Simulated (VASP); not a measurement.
# Tl (P6_3/mmc) in VASP: further runs, part 2 of 2

VASP 6.6.1. The steps go on from the part before.

## Step 3: Single point, LDA

The input, INCAR:

```
SYSTEM = Tl
PREC = Accurate
ENCUT = 520
EDIFF = 1E-6
ISMEAR = -1
SIGMA = 0.6
LREAL = .False.
LASPH = .True.
NELM = 100
ALGO = Normal
ISIF = 2
LWAVE = .False.
LCHARG = .False.
NBANDS = 20
```

The input, KPOINTS:

```
Automatic mesh
0
Gamma
  11 11 6
  0 0 0
```

The input, POSCAR:

```
Tl
1.0
    3.4014029632      0.0000000000      0.0000000000
   -1.7007014816      2.9457013746      0.0000000000
    0.0000000000      0.0000000000      5.4430041633
Tl
2
Direct
    0.3333333333      0.6666666667      0.2500000000
    0.6666666667      0.3333333333      0.7500000000
```

Potentials or basis: VASP PAW LDA potentials, release 64 (Tl_d).

The run is started by

```sh
cat potpaw_LDA.64/Tl_d/POTCAR > POTCAR
mpirun -np 1 vasp_std > vasp.out
```

OUTCAR:

```text
SYSTEM = Tl
   PREC = Accurate
   ENCUT = 520
   EDIFF = 1E-6
   ISMEAR = -1
   LREAL = .False.
   LASPH = .True.
   NELM = 100
   ISIF = 2

 ion  position               nearest neighbor table
   1  0.333  0.667  0.250-   2 3.36   2 3.36   2 3.36   2 3.36   2 3.36   2 3.36
   2  0.667  0.333  0.750-   1 3.36   1 3.36   1 3.36   1 3.36   1 3.36   1 3.36

  LATTYP: Found a hexagonal cell.
 ALAT       =     3.4014029632
 C/A-ratio  =     1.6002232673

  Lattice vectors:

 A1 = (   3.4014029632,   0.0000000000,   0.0000000000)
 A2 = (  -1.7007014816,   2.9457013746,   0.0000000000)
 A3 = (   0.0000000000,   0.0000000000,   5.4430041633)

Analysis of symmetry for initial positions (statically):
=====================================================================
 Subroutine PRICEL returns:
 Original cell was already a primitive cell.

 Routine SETGRP: Setting up the symmetry group for a
 hexagonal supercell.

 Subroutine GETGRP returns: Found 24 space group operations
 (whereof 12 operations were pure point group operations)
 out of a pool of 24 trial point group operations.

The static configuration has the point symmetry D_3d.
 The point group associated with its full space group is D_6h.

Analysis of symmetry for dynamics (positions and initial velocities):
=====================================================================
 Subroutine PRICEL returns:
 Original cell was already a primitive cell.

 Routine SETGRP: Setting up the symmetry group for a
 hexagonal supercell.

 Subroutine GETGRP returns: Found 24 space group operations
 (whereof 12 operations were pure point group operations)
 out of a pool of 24 trial point group operations.

The dynamic configuration has the point symmetry D_3d.
 The point group associated with its full space group is D_6h.

 Subroutine INISYM returns: Found 24 space group operations
 (whereof 12 operations are pure point group operations),
 and found     1 'primitive' translations

----------------------------------------------------------------------------------------

                                     Primitive cell

  volume of cell :      54.5363

  direct lattice vectors                    reciprocal lattice vectors
     3.401402963  0.000000000  0.000000000     0.293996334  0.169738862  0.000000000
    -1.700701482  2.945701375  0.000000000     0.000000000  0.339477725  0.000000000
     0.000000000  0.000000000  5.443004163     0.000000000  0.000000000  0.183722071

  length of vectors
     3.401402963  3.401402963  5.443004163     0.339477725  0.339477725  0.183722071

  position of ions in fractional coordinates (direct lattice)
     0.333333333  0.666666667  0.250000000
     0.666666667  0.333333333  0.750000000

  ion indices of the primitive-cell ions
   primitive index   ion index
                 1           1
                 2           2

----------------------------------------------------------------------------------------

 KPOINTS: Automatic mesh

Automatic generation of k-mesh.
 Grid dimensions read from file:
 generate k-points for:   11   11    6

 Generating k-lattice:

  Cartesian coordinates                     Fractional coordinates (reciprocal lattice)
     0.026726939  0.015430806  0.000000000     0.090909091  0.000000000  0.000000000
     0.000000000  0.030861611  0.000000000     0.000000000  0.090909091  0.000000000
     0.000000000  0.000000000  0.030620345     0.000000000  0.000000000  0.166666667

  Length of vectors
     0.030861611  0.030861611  0.030620345

  Shift w.r.t. Gamma in fractional coordinates (k-lattice)
     0.000000000  0.000000000  0.000000000

 Subroutine IBZKPT returns following result:
 ===========================================

 Found     64 irreducible k-points:

 Following reciprocal coordinates:
            Coordinates               Weight
  0.000000  0.000000  0.000000      1.000000
  0.090909 -0.000000  0.000000      6.000000
  0.181818 -0.000000  0.000000      6.000000
  0.272727  0.000000  0.000000      6.000000
  0.363636  0.000000  0.000000      6.000000
  0.454545 -0.000000  0.000000      6.000000
[... 16 lines left out ...]
  0.090909  0.090909  0.166667     12.000000
  0.181818  0.090909  0.166667     24.000000
 [... further k-points ...]
   k-points           NKPTS =     64   k-points in BZ     NKDIM =     64   number of bands    NBANDS=     20
   number of dos      NEDOS =    301   number of ions     NIONS =      2
   total plane-waves  NPLWV =  31360
   dimension x,y,z NGX =    28 NGY =   28 NGZ =   40
   dimension x,y,z NGXF=    56 NGYF=   56 NGZF=   80
   ions per type =               2
   NGX,Y,Z   is equivalent  to a cutoff of  13.69, 13.69, 12.22 a.u.
   NGXF,Y,Z  is equivalent  to a cutoff of  27.37, 27.37, 24.43 a.u.
 SYSTEM =  Tl
   PREC   = accura    normal or accurate (medium, high low for compatibility)
   ISTART =      0    job   : 0-new  1-cont  2-samecut
   ICHARG =      2    charge: 1-file 2-atom 10-const
   ISPIN  =      1    spin polarized calculation?
   LNONCOLLINEAR =      F non collinear calculations
   LSORBIT =      F    spin-orbit coupling
   LASPH  =      T    aspherical Exc in radial PAW
   ENCUT  =  520.0 eV  38.22 Ry    6.18 a.u.   6.32  6.32 10.12*2*pi/ulx,y,z
   NELM   =    100;   NELMIN=  2; NELMDL= -5     # of ELM steps
   EDIFF  = 0.1E-05   stopping-criterion for ELM
   LREAL  =      F    real-space projection
   EDIFFG = 0.1E-04   stopping-criterion for IOM
   NSW    =      0    number of steps for IOM
   IBRION =     -1    ionic relax: 0-MD 1-quasi-New 2-CG
   NFREE  =      0    steps in history (QN), initial steepest desc. (CG)
   ISIF   =      2    stress and relaxation
   ISYM   =      2    0-nonsym 1-usesym 2-fastsym
   POTIM  = 0.5000    time-step for ionic-motion
   TEBEG  =    0.0;   TEEND  =   0.0 temperature during run
   PSTRESS=    0.0 pullay stress
   NELECT =      26.0000    total number of electrons
   NUPDOWN=      -1.0000    fix difference up-down
   EMIN   =  10.00;   EMAX   =-10.00  energy-range for DOS
   EFERMI =   0.00;   METHOD = LEGACY
   ISMEAR =    -1;   SIGMA  =   0.60  broadening in eV -4-tet -1-fermi 0-gaus
   EFERMI_NEDOS =   21; number of points for ismear=-14 and -15
   IALGO  =     38    algorithm
   IMIX   =      4    mixing-type and parameters
     AMIX     =   0.40;   BMIX     =  1.00
     AMIX_MAG =   1.60;   BMIX_MAG =  1.00
  volume/ion in A,a.u.               =      27.27       184.01
  Fermi-wavevector in a.u.,A,eV,Ry     =   1.278903  2.416775 22.253577  1.635592
  Thomas-Fermi vector in A             =   2.411419
   LORBIT       =      0    0 simple, 1 ext, 2 COOP (PROOUT), +10 PAW based schemes
   GGA     = CA    functional components
   LHFCALC =     F    Hartree Fock is set to
   AEXX    =    0.0000 exact exchange contribution
   IVDW    =     0    specifies the selected vdW correction
   LEPSILON=     F    determine dielectric tensor
   LRPA    =     F    only Hartree local field effects (RPA)
 non-spin polarized calculation
  energy-cutoff  :      520.00
  volume of cell :       54.54
 maximum number of plane-waves:      1496
 NGX is ok and might be reduce to    28
   NGX = 13   NGY = 13   NGZ = 21

 number of electron      25.9999999 magnetization

 Free energy of the ion-electron system (eV)
  ---------------------------------------------------
  ext. energy  EPLUGINS =         0.00000000
  ---------------------------------------------------
  free energy    TOTEN  =        -6.40159585 eV

  energy without entropy =       -5.34135655  energy(sigma->0) =       -5.87147620

 E-fermi :   6.8159     XC(G=0): -10.7397

 val. band max:        6.7989066662   @ k =   0.2727   0.1818   0.5000
 cond. band min:       6.9019003545   @ k =   0.2727   0.0909   0.3333
 fundamental gap:      0.1029936883
 Fermi energy:         6.8159335565

 k-point     1 :       0.0000    0.0000    0.0000
  band No.  band energies     occupation
      1      -5.0641      2.00000
      2      -4.7824      2.00000
      3      -4.7558      2.00000
      4      -4.7558      2.00000
      5      -4.6939      2.00000
      6      -4.6939      2.00000
[... 12 lines left out ...]
     19      17.9555      0.00000
     20      18.0479      0.00000
[... 507 lines left out ...]
 k-point    24 :       0.1818    0.0909    0.1667
  band No.  band energies     occupation
      1      -4.9761      2.00000
      2      -4.8605      2.00000
      3      -4.8008      2.00000
      4      -4.7265      2.00000
      5      -4.7038      2.00000
      6      -4.5555      2.00000
[... 12 lines left out ...]
     19      17.2001      0.00000
     20      18.0595      0.00000

 [... further k-points ...]

------------------------ aborting loop because EDIFF is reached ----------------------------------------

  FORCE on cell =-STRESS in cart. coord.  units (eV):
  Direction    XX          YY          ZZ          XY          YZ          ZX
  --------------------------------------------------------------------------------------
  -------------------------------------------------------------------------------------
  Total        0.4814757      0.4814757      0.6327930      0.0000000     -0.0000000      0.0000000
  in kB       14.1448883     14.1448883     18.5903152      0.0000000     -0.0000000      0.0000000
  external PRESSURE =      15.6266973 kB  Pullay stress =       0.0000000 kB

 VOLUME and BASIS-vectors are now :
 -----------------------------------------------------------------------------
  energy-cutoff  :      520.00
  volume of cell :       54.54
      direct lattice vectors                 reciprocal lattice vectors
     3.401402963  0.000000000  0.000000000     0.293996334  0.169738862  0.000000000
    -1.700701482  2.945701375  0.000000000     0.000000000  0.339477725  0.000000000
     0.000000000  0.000000000  5.443004163     0.000000000  0.000000000  0.183722071

 POSITION                                       TOTAL-FORCE (eV/Angst)
 -----------------------------------------------------------------------------------
     -0.00000      1.96380      1.36075         0.000000      0.000000      0.000000
      1.70070      0.98190      4.08225        -0.000000     -0.000000     -0.000000
 -----------------------------------------------------------------------------------
    total drift:                               -0.000000      0.000000      0.000000

  FREE ENERGIE OF THE ION-ELECTRON SYSTEM (eV)
  ---------------------------------------------------
  free  energy   TOTEN  =        -6.4015958548 eV

  energy  without entropy=       -5.3413565520  energy(sigma->0) =       -5.87147620
```

OSZICAR:

```text
N       E                     dE             d eps       ncg     rms          rms(c)
DAV:   1     0.132351825619E+03    0.13235E+03   -0.14350E+04  2568   0.124E+03
DAV:   2    -0.387013727499E+01   -0.13622E+03   -0.13352E+03  2772   0.280E+02
DAV:   3    -0.645702877268E+01   -0.25869E+01   -0.25738E+01  2980   0.342E+01
DAV:   4    -0.647214847943E+01   -0.15120E-01   -0.15117E-01  2756   0.284E+00
DAV:   5    -0.647234458834E+01   -0.19611E-03   -0.19611E-03  2876   0.323E-01    0.383E+00
DAV:   6    -0.641384021411E+01    0.58504E-01   -0.95292E-02  2700   0.244E+00    0.263E+00
DAV:   7    -0.640281180003E+01    0.11028E-01   -0.42845E-02  2784   0.161E+00    0.740E-01
DAV:   8    -0.640159305852E+01    0.12187E-02   -0.45761E-03  2676   0.529E-01    0.395E-02
DAV:   9    -0.640159640471E+01   -0.33462E-05   -0.23697E-05  2876   0.403E-02    0.748E-03
DAV:  10    -0.640159585476E+01    0.54996E-06   -0.11855E-06  1640   0.891E-03
   1 F= -.64015959E+01 E0= -.58714762E+01  d E =-.106024E+01
```

Wall time 34 s (1 thread of Intel Xeon Platinum 8488C (Sapphire Rapids), shared host); peak memory 0.18 GiB.

Results:

| Item | Value |
| --- | --- |
| Free energy | -6.4016 eV |
| Pressure | 1.6 GPa |
| Band gap on the k mesh | zero (bands 13 and 14 overlap by 5.97 eV) |

Caveat: so wide a smearing shifts energies and pressures; spin-orbit coupling is left out, which moves the levels of the heavy elements.

The gap in the log of VASP goes by the Fermi energy; the results here count the filled bands.